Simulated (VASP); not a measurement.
Write the native input for VASP 6.6.1 that does the following.

| Quantity | Value |
| --- | --- |
| Task | single point |
| Functional | PBE |
| Potentials or basis | VASP PAW PBE potentials, release 64 (Ir) |
| Cutoff | 520 eV |
| k mesh | 18 × 18 × 10 |
| Occupations | gaussian, width 0.15 eV |
| Spin | no spin polarisation |
| Dipole correction | no |
| Further INCAR settings | ALGO = Fast; EDIFF = 1e-06; NBANDS = 16 |

The structure of Ir lies in POSCAR:

```
Ir
1.0
    2.6196000000      0.0000000000      0.0000000000
   -1.3098000000      2.2686401478      0.0000000000
    0.0000000000      0.0000000000      4.3045000000
Ir
2
Direct
    0.6666666667      0.3333333333      0.7500000000
    0.3333333333      0.6666666667      0.2500000000
```

One way to write it, as run:

INCAR

```
PREC = Accurate
ENCUT = 520
EDIFF = 1E-6
ISMEAR = 0
SIGMA = 0.15
LREAL = False
LASPH = True
NELM = 100
ALGO = Fast
ISIF = 2
LWAVE = False
LCHARG = True
GGA = PE
LELF = True
LVHAR = True
NBANDS = 16
```

KPOINTS

```
Automatic mesh
0
Gamma
  18 18 10
```

Potentials or basis: VASP PAW PBE potentials, release 64 (Ir).

Run with:

```console
$ cat potpaw_PBE.64/Ir/POTCAR > POTCAR
$ mpirun -np 1 vasp_std > vasp.out
```

It gave:

```json
{
 "Pressure": "63.5 GPa",
 "Band gap on the k mesh": "zero (band 9 reaches 13.65 eV, above the bottom of band 10 at 9.62 eV)"
}
```

Caveat: spin-orbit coupling is left out, which moves the levels of the heavy elements.

Run time: 39 s on 1 thread of Intel(R) Xeon(R) 6975P-C (Granite Rapids) (shared host), peak memory 0.19 GiB.
